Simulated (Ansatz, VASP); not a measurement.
**One calculation of Bi2Te3, two programs**

File INCAR:

```
SYSTEM = Bi2Te3
PREC = Accurate ; ENCUT = 520
EDIFF = 1E-8 ; ISMEAR = -1
SIGMA = 0.08 ; LREAL = .False.
LASPH = .True. ; NELM = 60
ALGO = Normal ; ISIF = 2
LWAVE = .False. ; LCHARG = .False.
GGA = PS ; LEFG = .True.
NBANDS = 32
```

File KPOINTS:

```
Automatic mesh
0
Gamma
  7 7 7
  0 0 0
```

POSCAR

```
Bi2Te3
1.0
    2.1491405472      1.2408068734     10.1656700000
   -2.1491405472      1.2408068734     10.1656700000
    0.0000000000     -2.4816137469     10.1656700000
Bi Te
2 3
Direct
    0.4000000000      0.4000000000      0.4000000000
    0.6000000000      0.6000000000      0.6000000000
    0.0000000000      0.0000000000      0.0000000000
    0.2095000000      0.2095000000      0.2095000000
    0.7905000000      0.7905000000      0.7905000000
```

Input for Ansatz:

```yaml
crystal:
  lattice:
    - [2.1491405472, 1.2408068734, 10.16567]
    - [-2.1491405472, 1.2408068734, 10.16567]
    - [0.0, -2.4816137469, 10.16567]
  atoms:
    - { symbol: Bi, position: [0.4, 0.4, 0.4] }
    - { symbol: Bi, position: [0.6, 0.6, 0.6] }
    - { symbol: Te, position: [0.0, 0.0, 0.0] }
    - { symbol: Te, position: [0.2095, 0.2095, 0.2095] }
    - { symbol: Te, position: [0.7905, 0.7905, 0.7905] }
kpoints:
  mp_grid: { grid: [7, 7, 7] }
scf:
  occupations: { method: fermi_dirac, width: 0.08 }
hamiltonian:
  xc: pbesol
  pseudopotentials: { kind: all_electron, datasets: crystal }
output:
  forces: true
  stress: true
  eigenvalues: true
  efg: { contact_densities: true }
```

Change from the starting cell: equal xx and yy strain of -2 %, crystal datasets.

Alike in both runs: task electric field gradients; functional PBEsol; k mesh 7 × 7 × 7; occupations fermi-dirac, width 0.08 eV; no spin polarisation.

|  | VASP | Ansatz |
| --- | --- | --- |
| version | VASP 6.6.1 | Ansatz 0.2.0 |
| potentials or method | VASP PAW PBE potentials, release 64 (Bi_d, Te), cutoff 520 eV | all-electron PAW with datasets made for the crystal, scalar-relativistic |

Ansatz gave:

| Property | Result |
| --- | --- |
| pressure (GPa) | 1.6 |
| traceless stress, the component that is largest in VASP (GPa) | -0.56 |
| rms of the force components (eV/Å) | 0.042 |
| size of Vzz on the site where it differs most (V/Å²) | 116.1 |

Question: Which values does VASP return?

Answer: Pressure (GPa): 1.6; traceless stress, the component that is largest in VASP (GPa): -0.56; rms of the force components (eV/Å): 0.050; size of Vzz on the site where it differs most (V/Å²): 110.4.

VASP's potentials were made for PBE, not for PBEsol. Atom by atom the forces differ by 0.008 eV/Å (rms over components). Ansatz ran all-electron here, and VASP with PAW potentials.

Spin-orbit coupling is off throughout.
